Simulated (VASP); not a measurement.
Here is a VASP 6.6.1 calculation.

File POSCAR:

```
Au
1.0
    0.0000000000      2.0824307831      2.0824307831
    2.0824307831      0.0000000000      2.0824307831
    2.0824307831      2.0824307831      0.0000000000
Au
1
Direct
    0.0000000000      0.0000000000      0.0000000000
```

Contents of INCAR.step1:

```
SYSTEM = Au
PREC     = Accurate       ! precision mode
ENCUT    = 520            ! plane-wave cutoff, eV
ISMEAR   = 0              ! smearing method
SIGMA    = 0.1            ! smearing width, eV
LREAL    = .False.        ! projectors in reciprocal space
LASPH    = .True.         ! aspherical terms in the spheres
NELM     = 80             ! most SCF steps
NBANDS   = 12             ! bands
GGA      = PE             ! functional
ALGO     = Normal         ! electronic algorithm
EDIFF    = 1E-4           ! SCF threshold, eV
LWAVE    = .True.         ! write WAVECAR
LCHARG   = .False.        ! write CHGCAR
```

Contents of INCAR.step2:

```
SYSTEM = Au
PREC     = Accurate       ! precision mode
ENCUT    = 520            ! plane-wave cutoff, eV
EDIFF    = 1E-7           ! SCF threshold, eV
ISMEAR   = 0              ! smearing method
SIGMA    = 0.1            ! smearing width, eV
LREAL    = .False.        ! projectors in reciprocal space
LASPH    = .True.         ! aspherical terms in the spheres
NELM     = 80             ! most SCF steps
ALGO     = Normal         ! electronic algorithm
ISIF     = 2              ! what is computed and relaxed
LWAVE    = .False.        ! write WAVECAR
LCHARG   = .False.        ! write CHGCAR
METAGGA  = R2SCAN         ! meta-GGA
LMIXTAU  = .True.       
NBANDS   = 12             ! bands
ISTART   = 1
```

KPOINTS

```
Automatic mesh
0
Gamma
  18 18 18
  0 0 0
```

Potentials or basis: VASP PAW PBE potentials, release 64 (Au).

The run is started by

```bash
$ cat potpaw_PBE.64/Au/POTCAR > POTCAR
$ cp INCAR.step1 INCAR
$ mpirun -np 1 vasp_std > vasp.out
$ cp INCAR.step2 INCAR
$ mpirun -np 1 vasp_std > vasp.out
```

Problem. Predict the pressure.

Solution. -4.0 GPa.

Caveat: the PAW data sets were made with another functional, which shifts forces and pressure a little.
